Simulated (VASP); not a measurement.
Write the native input for VASP 6.6.1 that does the following.

```
Task                   : single point
Functional             : r2SCAN
Potentials or basis    : VASP PAW PBE potentials, release 64 (Ti_sv, O)
Cutoff                 : 520 eV
k mesh                 : 8 × 8 × 8
Occupations            : gaussian, width 0.05 eV
Spin                   : no spin polarisation
Dipole correction      : no
Further INCAR settings : ALGO = Normal; EDIFF = 1e-06; NBANDS = 33
```

TiO2:

```
CELL_PARAMETERS angstrom
-1.88897 1.88897 4.64766
1.88897 -1.88897 4.64766
1.88897 1.88897 -4.64766
ATOMIC_POSITIONS crystal
Ti 0.00000 0.00000 0.00000
Ti 0.75000 0.25000 0.50000
O 0.20730 0.20730 0.00000
O 0.95730 0.45730 0.50000
O 0.54270 0.04270 0.50000
O 0.79270 0.79270 0.00000
```

This cell differs from its parent crystal: strain +0.000 along x and y, -0.030 along z.

These files were run (other wordings do the same):

POSCAR

```
TiO2
1.0
   -1.8889722131      1.8889722131      4.6476569410
    1.8889722131     -1.8889722131      4.6476569410
    1.8889722131      1.8889722131     -4.6476569410
Ti O
2 4
Direct
    0.0000000000      0.0000000000      0.0000000000
    0.7500000000      0.2500000000      0.5000000000
    0.2073045411      0.2073045411      0.0000000000
    0.9573045411      0.4573045411      0.5000000000
    0.5426954589      0.0426954589      0.5000000000
    0.7926954589      0.7926954589      0.0000000000
```

INCAR.step1

```
ALGO = Normal ; EDIFF = 1E-4
ENCUT = 520 ; GGA = PE
ISMEAR = 0 ; LASPH = T
LCHARG = F ; LREAL = F
LWAVE = T ; NBANDS = 33
NELM = 60 ; PREC = Accurate
SIGMA = 0.05
```

INCAR.step2

```
ALGO = Normal ; EDIFF = 1E-6
ENCUT = 520 ; ISIF = 2
ISMEAR = 0 ; ISTART = 1
LASPH = T ; LCHARG = F
LMIXTAU = T ; LREAL = F
LWAVE = F ; METAGGA = R2SCAN
NBANDS = 33 ; NELM = 60
PREC = Accurate ; SIGMA = 0.05
```

KPOINTS

```
k-points
0
Gamma
  8 8 8
```

Potentials or basis: VASP PAW PBE potentials, release 64 (Ti_sv, O).

Run with:

```bash
$ cat potpaw_PBE.64/Ti_sv/POTCAR potpaw_PBE.64/O/POTCAR > POTCAR
$ cp INCAR.step1 INCAR
$ mpirun -np 1 vasp_std > vasp.out
$ cp INCAR.step2 INCAR
$ mpirun -np 1 vasp_std > vasp.out
```

Results of the run:

- Pressure: 9.4 GPa
- Largest force: 0.711 eV/Å
- Band gap on the k mesh: 2.65 eV (least direct gap 2.92 eV)

Caveat: the cell differs from its parent crystal (strain +0.000 along x and y, -0.030 along z); the cell stands under pressure; the PAW data sets were made with another functional, which shifts forces and pressure a little.

Run time: 21 min on 1 thread of Intel Xeon 8259CL (shared host), peak memory 0.32 GiB.
